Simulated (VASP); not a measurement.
# GdO (F-43m) in VASP: a series of runs

The runs below take GdO through single point, with PBEsol+U.

All numbers are computed with VASP 6.6.1; they aren't measurements. Logs are shortened: lines on timing, memory, paths and dates and some standing lists are left out, and cuts for length are marked.

**1. The cell of the first run**

Symmetry: F-43m, No. 216, cubic system. Conventional cell: a = 5.400 Å, b = 5.400 Å, c = 5.400 Å, α = 90.00°, β = 90.00°, γ = 90.00°. Gd (site symmetry -43m) has 4 O at 2.34 Å within 3.1 Å. Within 3.1 Å of O (site symmetry -43m) lie 4 Gd at 2.34 Å.

**2. Single point, PBEsol+U, collinear spin, ferromagnetic start**

The input, INCAR:

```
SYSTEM = GdO
ALGO = Normal
EDIFF = 1E-7
ENCUT = 520
GGA = PS
ISIF = 2
ISMEAR = 0
ISPIN = 2
LASPH = .True.
LCHARG = .False.
LDAU = .True.
LDAUJ = 0 0
LDAUL = 3 -1
LDAUPRINT = 1
LDAUTYPE = 2
LDAUU = 8 0
LMAXMIX = 6
LORBIT = 11
LREAL = .False.
LWAVE = .False.
MAGMOM = 7.72 0.01
NBANDS = 23
NELM = 150
PREC = Accurate
SIGMA = 0.05
```

The input, KPOINTS:

```
k-points
0
Gamma
  6 6 6
  0 0 0
```

The input, POSCAR:

```
GdO
1.0
    0.0000000000      2.7000000000      2.7000000000
    2.7000000000      0.0000000000      2.7000000000
    2.7000000000      2.7000000000      0.0000000000
Gd O
1 1
Direct
    0.0000000000      0.0000000000      0.0000000000
    0.2500000000      0.2500000000      0.2500000000
```

Potentials or basis: VASP PAW PBE potentials, release 64 (Gd, O).

Launch:

```console
cat potpaw_PBE.64/Gd/POTCAR potpaw_PBE.64/O/POTCAR > POTCAR
mpirun -np 1 vasp_std > vasp.out
```

OUTCAR:

```text
SYSTEM = GdO
   EDIFF = 1E-7
   ENCUT = 520
   GGA = PS
   ISIF = 2
   ISMEAR = 0
   ISPIN = 2
   LASPH = .True.
   LORBIT = 11
   LREAL = .False.
   NELM = 150
   PREC = Accurate

 ion  position               nearest neighbor table
   1  0.000  0.000  0.000-   2 2.34   2 2.34   2 2.34   2 2.34
   2  0.250  0.250  0.250-   1 2.34   1 2.34   1 2.34   1 2.34

  LATTYP: Found a face centered cubic cell.
 ALAT       =     5.4000000000

  Lattice vectors:

 A1 = (   0.0000000000,   2.7000000000,   2.7000000000)
 A2 = (   2.7000000000,   0.0000000000,   2.7000000000)
 A3 = (   2.7000000000,   2.7000000000,   0.0000000000)

Analysis of symmetry for initial positions (statically):
=====================================================================
 Subroutine PRICEL returns:
 Original cell was already a primitive cell.

 Routine SETGRP: Setting up the symmetry group for a
 face centered cubic supercell.

 Subroutine GETGRP returns: Found 24 space group operations
 (whereof 24 operations were pure point group operations)
 out of a pool of 48 trial point group operations.

The static configuration has the point symmetry T_d .

Analysis of symmetry for dynamics (positions and initial velocities):
=====================================================================
 Subroutine PRICEL returns:
 Original cell was already a primitive cell.

 Routine SETGRP: Setting up the symmetry group for a
 face centered cubic supercell.

 Subroutine GETGRP returns: Found 24 space group operations
 (whereof 24 operations were pure point group operations)
 out of a pool of 48 trial point group operations.

The dynamic configuration has the point symmetry T_d .

Analysis of structural, dynamic, and magnetic symmetry:
=====================================================================
 Subroutine PRICEL returns:
 Original cell was already a primitive cell.

 Routine SETGRP: Setting up the symmetry group for a
 face centered cubic supercell.

 Subroutine GETGRP returns: Found 24 space group operations
 (whereof 24 operations were pure point group operations)
 out of a pool of 48 trial point group operations.

The overall configuration has the point symmetry T_d .

 Subroutine INISYM returns: Found 24 space group operations
 (whereof 24 operations are pure point group operations),
 and found     1 'primitive' translations

----------------------------------------------------------------------------------------

                                     Primitive cell

  volume of cell :      39.3660

  direct lattice vectors                    reciprocal lattice vectors
     0.000000000  2.700000000  2.700000000    -0.185185185  0.185185185  0.185185185
     2.700000000  0.000000000  2.700000000     0.185185185 -0.185185185  0.185185185
     2.700000000  2.700000000  0.000000000     0.185185185  0.185185185 -0.185185185

  length of vectors
     3.818376618  3.818376618  3.818376618     0.320750150  0.320750150  0.320750150

[... 119 lines left out ...]
  0.9924 -0.0000 -0.0001  0.0000  0.0000 -0.0000 -0.0000
 -0.0000  0.9992 -0.0000 -0.0000 -0.0000 -0.0000 -0.0000
 -0.0001 -0.0000  0.9924  0.0000 -0.0000 -0.0000  0.0000
  0.0000 -0.0000  0.0000  0.9923 -0.0000 -0.0000 -0.0000
  0.0000 -0.0000 -0.0000 -0.0000  0.9924 -0.0000  0.0001
 -0.0000 -0.0000 -0.0000 -0.0000 -0.0000  0.9925 -0.0000
 -0.0000 -0.0000  0.0000 -0.0000  0.0001 -0.0000  0.9924

spin component  2

  0.0029 -0.0000 -0.0001 -0.0000 -0.0000 -0.0000 -0.0000
 -0.0000  0.0086  0.0000 -0.0000  0.0000  0.0000 -0.0000
 -0.0001  0.0000  0.0030  0.0000  0.0000 -0.0000 -0.0000
 -0.0000 -0.0000  0.0000  0.0029 -0.0000  0.0000  0.0000
 -0.0000  0.0000  0.0000 -0.0000  0.0030 -0.0000  0.0001
 -0.0000  0.0000 -0.0000  0.0000 -0.0000  0.0030 -0.0000
 -0.0000 -0.0000 -0.0000  0.0000  0.0001 -0.0000  0.0029

 occupancies and eigenvectors

  o =  0.0029  v =  0.0000  0.0000  0.0000  0.0000  0.0000  0.0000  0.0000  0.0002  0.0000  0.0002  0.0002 -0.6124 -0.0000  0.7906      0.0000  0.0000  0.0000  0.0000  0.0000  0.0000  0.0000  0.0000  0.0000  0.0000  0.0000  0.0000  0.0000  0.0000
  o =  0.0029  v =  0.0000  0.0000  0.0000  0.0000  0.0000  0.0000  0.0000  0.7906  0.0000  0.6124  0.0008  0.0002  0.0000 -0.0002      0.0000  0.0000  0.0000  0.0000  0.0000  0.0000  0.0000  0.0000  0.0000  0.0000  0.0000  0.0000  0.0000  0.0000
  o =  0.0029  v =  0.0000  0.0000  0.0000  0.0000  0.0000  0.0000  0.0000  0.0007 -0.0000  0.0005 -1.0000 -0.0001  0.0000  0.0001      0.0000  0.0000  0.0000  0.0000  0.0000  0.0000  0.0000  0.0000  0.0000  0.0000  0.0000  0.0000  0.0000  0.0000
  o =  0.0030  v =  0.0000  0.0000  0.0000  0.0000  0.0000  0.0000  0.0000 -0.0001 -0.0000  0.0001  0.0000 -0.7906  0.0002 -0.6124      0.0000  0.0000  0.0000  0.0000  0.0000  0.0000  0.0000  0.0000  0.0000  0.0000  0.0000  0.0000  0.0000  0.0000
  o =  0.0030  v =  0.0000  0.0000  0.0000  0.0000  0.0000  0.0000  0.0000  0.6124  0.0000 -0.7906 -0.0000 -0.0001 -0.0002 -0.0001      0.0000  0.0000  0.0000  0.0000  0.0000  0.0000  0.0000  0.0000  0.0000  0.0000  0.0000  0.0000  0.0000  0.0000
  o =  0.0030  v =  0.0000  0.0000  0.0000  0.0000  0.0000  0.0000  0.0000  0.0001 -0.0000 -0.0001  0.0000  0.0001  1.0000  0.0001      0.0000  0.0000  0.0000  0.0000  0.0000  0.0000  0.0000  0.0000  0.0000  0.0000  0.0000  0.0000  0.0000  0.0000
  o =  0.0086  v =  0.0000  0.0000  0.0000  0.0000  0.0000  0.0000  0.0000  0.0000 -1.0000 -0.0000  0.0000 -0.0000 -0.0000  0.0000      0.0000  0.0000  0.0000  0.0000  0.0000  0.0000  0.0000  0.0000  0.0000  0.0000  0.0000  0.0000  0.0000  0.0000
  o =  0.9923  v = -0.0002 -0.0000 -0.0002  0.9999 -0.0105  0.0000  0.0136  0.0000  0.0000  0.0000  0.0000  0.0000  0.0000  0.0000      0.0000  0.0000  0.0000  0.0000  0.0000  0.0000  0.0000  0.0000  0.0000  0.0000  0.0000  0.0000  0.0000  0.0000
  o =  0.9923  v =  0.7906 -0.0000  0.6124  0.0003  0.0000  0.0000 -0.0000  0.0000  0.0000  0.0000  0.0000  0.0000  0.0000  0.0000      0.0000  0.0000  0.0000  0.0000  0.0000  0.0000  0.0000  0.0000  0.0000  0.0000  0.0000  0.0000  0.0000  0.0000
  o =  0.9923  v = -0.0000  0.0000 -0.0000  0.0172  0.6123 -0.0000 -0.7905  0.0000  0.0000  0.0000  0.0000  0.0000  0.0000  0.0000      0.0000  0.0000  0.0000  0.0000  0.0000  0.0000  0.0000  0.0000  0.0000  0.0000  0.0000  0.0000  0.0000  0.0000
  o =  0.9925  v = -0.0001 -0.0000  0.0001 -0.0000 -0.0393  0.9988 -0.0305  0.0000  0.0000  0.0000  0.0000  0.0000  0.0000  0.0000      0.0000  0.0000  0.0000  0.0000  0.0000  0.0000  0.0000  0.0000  0.0000  0.0000  0.0000  0.0000  0.0000  0.0000
  o =  0.9925  v =  0.6124  0.0000 -0.7906  0.0000  0.0000  0.0001  0.0000  0.0000  0.0000  0.0000  0.0000  0.0000  0.0000  0.0000      0.0000  0.0000  0.0000  0.0000  0.0000  0.0000  0.0000  0.0000  0.0000  0.0000  0.0000  0.0000  0.0000  0.0000
  o =  0.9925  v = -0.0000  0.0000  0.0000  0.0000  0.7896  0.0498  0.6116  0.0000  0.0000  0.0000  0.0000  0.0000  0.0000  0.0000      0.0000  0.0000  0.0000  0.0000  0.0000  0.0000  0.0000  0.0000  0.0000  0.0000  0.0000  0.0000  0.0000  0.0000
  o =  0.9992  v =  0.0000 -1.0000 -0.0000 -0.0000  0.0000 -0.0000  0.0000  0.0000  0.0000  0.0000  0.0000  0.0000  0.0000  0.0000      0.0000  0.0000  0.0000  0.0000  0.0000  0.0000  0.0000  0.0000  0.0000  0.0000  0.0000  0.0000  0.0000  0.0000

 number of electron      23.9999990 magnetization       7.9166304

 Free energy of the ion-electron system (eV)
  ---------------------------------------------------
  ext. energy  EPLUGINS =         0.00000000
  ---------------------------------------------------
  free energy    TOTEN  =       -22.23525251 eV

  energy without entropy =      -22.23379370  energy(sigma->0) =      -22.23452310

 E-fermi :   3.8890     XC(G=0): -10.2821

 val. band max:        3.8452681551   @ k =   0.3333   0.1667   0.0000
 cond. band min:       4.0028217580   @ k =   0.5000   0.0000   0.0000
 fundamental gap:      0.1575536029
 Fermi energy:         3.8890247234

 spin component 1

 k-point     1 :       0.0000    0.0000    0.0000
  band No.  band energies     occupation
      1     -41.9347      1.00000
      2     -19.1379      1.00000
      3     -19.1379      1.00000
      4     -19.1379      1.00000
      5     -15.3857      1.00000
      6      -5.4153      1.00000
[... 405 lines left out ...]
     22      11.7277      0.00000
     23      13.4340      0.00000
 Fermi energy:         3.8890247234

 spin component 2

 k-point     1 :       0.0000    0.0000    0.0000
  band No.  band energies     occupation
      1     -38.6844      1.00000
      2     -16.7327      1.00000
      3     -16.7327      1.00000
      4     -16.7327      1.00000
      5     -15.2581      1.00000
      6      -1.5294      1.00000
[... 405 lines left out ...]
     22      13.3333      0.00000
     23      14.8145      0.00000

------------------------ aborting loop because EDIFF is reached ----------------------------------------

  FORCE on cell =-STRESS in cart. coord.  units (eV):
  Direction    XX          YY          ZZ          XY          YZ          ZX
  --------------------------------------------------------------------------------------
  -------------------------------------------------------------------------------------
  Total       -0.8905668     -0.8905668     -0.8905668      0.0000000      0.0000000      0.0000000
  in kB      -36.2456428    -36.2456428    -36.2456428      0.0000000      0.0000000      0.0000000
  external PRESSURE =     -36.2456428 kB  Pullay stress =       0.0000000 kB

 VOLUME and BASIS-vectors are now :
 -----------------------------------------------------------------------------
  energy-cutoff  :      520.00
  volume of cell :       39.37
      direct lattice vectors                 reciprocal lattice vectors
     0.000000000  2.700000000  2.700000000    -0.185185185  0.185185185  0.185185185
     2.700000000  0.000000000  2.700000000     0.185185185 -0.185185185  0.185185185
     2.700000000  2.700000000  0.000000000     0.185185185  0.185185185 -0.185185185

 POSITION                                       TOTAL-FORCE (eV/Angst)
 -----------------------------------------------------------------------------------
      0.00000      0.00000      0.00000         0.000000      0.000000      0.000000
      1.35000      1.35000      1.35000        -0.000000     -0.000000     -0.000000
 -----------------------------------------------------------------------------------
    total drift:                                0.000000      0.000000      0.000000

  FREE ENERGIE OF THE ION-ELECTRON SYSTEM (eV)
  ---------------------------------------------------
  free  energy   TOTEN  =       -22.2352525065 eV

  energy  without entropy=      -22.2337937033  energy(sigma->0) =      -22.23452310

 total charge

# of ion       s       p       d       f       tot
--------------------------------------------------
    1        2.033   5.624   0.514   6.973  15.144
    2        1.563   3.417   0.000   0.000   4.980
--------------------------------------------------
tot          3.596   9.040   0.514   6.973  20.123

 magnetization (x)

# of ion       s       p       d       f       tot
--------------------------------------------------
    1        0.007  -0.048   0.205   6.922   7.085
    2        0.004  -0.011   0.000   0.000  -0.008
--------------------------------------------------
tot          0.010  -0.059   0.205   6.922   7.078
```

It took 44 s on 1 thread of Intel Xeon 6975P-C, shared host; peak memory 0.19 GiB.

What came out:

- Free energy: -22.2353 eV
- Pressure: -3.6 GPa
- Net moment: 7.92 μB per cell
- Site moments: Gd +7.08; O -0.01 μB
- Valence electrons inside the program's atomic spheres: Gd 15.14; O 4.98

Eigenvalues of the final occupation matrices:
| site | spin | trace | eigenvalues |
| --- | --- | --- | --- |
| site 1 f | 1 | 6.95 | 0.99 0.99 0.99 0.99 0.99 0.99 1.00 |
| site 1 f | 2 | 0.03 | 0.00 0.00 0.00 0.00 0.00 0.00 0.01 |

Caveat: the PAW data sets were made with another functional, which shifts forces and pressure a little; spin-orbit coupling is left out, which moves the levels of the heavy elements; a cell with one magnetic atom can't hold antiferromagnetic order, which such compounds often take.

**3. Single point, PBEsol+U, collinear spin, ferrimagnetic start**

The input, INCAR:

```
PREC = Accurate
ENCUT = 520
EDIFF = 1E-6
ISMEAR = 0
SIGMA = 0.05
LREAL = False
LASPH = True
NELM = 150
ALGO = Normal
ISIF = 2
LWAVE = False
LCHARG = True
ISPIN = 2
MAGMOM = 7.41 -0.12
LORBIT = 11
LMAXMIX = 6
LDAU = True
LDAUTYPE = 2
LDAUL = 3 -1
LDAUU = 8 0
LDAUJ = 0 0
LDAUPRINT = 1
GGA = PS
LELF = True
LVHAR = True
NBANDS = 23
```

The input, KPOINTS:

```
regular mesh
0
Gamma
  6 6 6
```

POSCAR is that of step 2.

Potentials or basis: VASP PAW PBE potentials, release 64 (Gd, O).

Launch:

```console
cat potpaw_PBE.64/Gd/POTCAR potpaw_PBE.64/O/POTCAR > POTCAR
mpirun -np 1 vasp_std > vasp.out
```

It took 43 s on 1 thread of Intel Xeon 6975P-C, shared host; peak memory 0.19 GiB.

The run converged. Its results:

```
Free energy                                           : -22.2353 eV
Pressure                                              : -3.6 GPa
Net moment                                            : 7.92 μB per cell
Site moments                                          : Gd +7.08; O -0.01 μB
Valence electrons inside the program's atomic spheres : Gd 15.14; O 4.98
```

Levels at points of the mesh, in eV from the Fermi level:
Spin up:
| k point | band 13 | band 14 | band 15 | band 16 | band 17 | band 18 | band 19 | band 20 |
| --- | --- | --- | --- | --- | --- | --- | --- | --- |
| (0.00, 0.00, 0.00) | -5.59 | -5.59 | -5.59 | -2.42 | 2.43 | 2.43 | 4.38 | 4.38 |
| (0.50, 0.00, 0.00) | -5.38 | -5.18 | -5.18 | 0.11 | 2.31 | 2.31 | 2.79 | 4.46 |
| (0.50, 0.50, 0.00) | -6.22 | -4.44 | -4.44 | -0.95 | 0.92 | 4.00 | 4.47 | 4.47 |
Spin down:
| k point | band 4 | band 5 | band 6 | band 7 | band 8 | band 9 | band 10 | band 11 | band 12 | band 13 |
| --- | --- | --- | --- | --- | --- | --- | --- | --- | --- | --- |
| (0.00, 0.00, 0.00) | -20.62 | -19.15 | -5.42 | -5.42 | -5.42 | -1.02 | 3.60 | 3.60 | 3.67 | 3.67 |
| (0.50, 0.00, 0.00) | -20.72 | -17.97 | -5.02 | -5.02 | -4.99 | 1.55 | 3.02 | 3.17 | 3.17 | 3.98 |
| (0.50, 0.50, 0.00) | -20.87 | -17.64 | -5.96 | -4.30 | -4.30 | 0.96 | 1.54 | 3.83 | 3.87 | 3.87 |

Eigenvalues of the final occupation matrices:
```csv
site,spin,trace,eigenvalues
site 1 f,1,6.95,0.99 0.99 0.99 0.99 0.99 0.99 1.00
site 1 f,2,0.03,0.00 0.00 0.00 0.00 0.00 0.00 0.01
```

Caveat: the PAW data sets were made with another functional, which shifts forces and pressure a little; spin-orbit coupling is left out, which moves the levels of the heavy elements; a cell with one magnetic atom can't hold antiferromagnetic order, which such compounds often take. The state reached can hang on the start; a lower one may exist.
